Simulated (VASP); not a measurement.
Runs of VASP 6.6.1 on Cu. The structure is that of space group Fm-3m (No. 225), or close to it. The cells are those of the table. 

```tsv
cell	gap on the mesh (eV)	pressure (GPa)
a = 2.606 Å, angles 60.0°, 1 atom	none	-5.3
a = 2.556 Å, angles 60.0°, 1 atom	none	(a)
a = 2.590 Å, angles 60.0°, 1 atom	none	-3.1
a = 2.539 Å, angles 60.0°, 1 atom	none	(b)
a = 2.522 Å, angles 60.0°, 1 atom	none	9.0
a = 2.504 Å, angles 60.0°, 1 atom	none	13.1
a = 2.573 Å, angles 60.0°, 1 atom	none	-0.6
```

Alike in all rows: task single point; level PBE; potentials or basis VASP PAW PBE potentials, release 64 (Cu); no spin polarisation; k mesh 13 × 13 × 13; cutoff (eV) 520; smearing fermi-dirac 0.1 eV.

Estimate the missing entries.

(a) 2.2; (b) 5.4.

A gap of «none» marks levels without a gap at the run's occupations.
